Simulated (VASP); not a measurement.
A run of VASP 6.6.1 is set up as follows.

Contents of INCAR:

```
ALGO     = Normal         # electronic algorithm
EDIFF    = 1E-6           # SCF threshold, eV
ENCUT    = 520            # plane-wave cutoff, eV
ISIF     = 2              # what is computed and relaxed
ISMEAR   = 0              # smearing method
LASPH    = T              # aspherical terms in the spheres
LCHARG   = F              # write CHGCAR
LREAL    = F              # projectors in reciprocal space
LWAVE    = F              # write WAVECAR
NBANDS   = 16             # bands
NELM     = 80             # most SCF steps
PREC     = Accurate       # precision mode
SIGMA    = 0.02           # smearing width, eV
```

KPOINTS

```
k-points
0
Gamma
  15 15 12
```

File POSCAR:

```
TiB2
1.0
    3.0591940299      0.0000000000      0.0000000000
   -1.5295970149      2.6493397449      0.0000000000
    0.0000000000      0.0000000000      3.2603664354
Ti B
1 2
Direct
    0.0000000000      0.0000000000      0.0000000000
    0.6666666667      0.3333333333      0.5000000000
    0.3333333333      0.6666666667      0.5000000000
```

Potentials or basis: VASP PAW LDA potentials, release 64 (Ti_sv, B).

Run with:

```sh
$ cat potpaw_LDA.64/Ti_sv/POTCAR potpaw_LDA.64/B/POTCAR > POTCAR
$ mpirun -np 1 vasp_std > vasp.out
```

Q: Estimate the pressure.

A: -17.4 GPa.

Q: Estimate the band gap on the k mesh.

A: Zero (bands 9 and 10 overlap by 0.53 eV).

Stress tensor (GPa, compression positive):
```
-17.49   0.00   0.00
  0.00 -17.49   0.00
  0.00   0.00 -17.20
```

Caveat: the cell stands under tension.
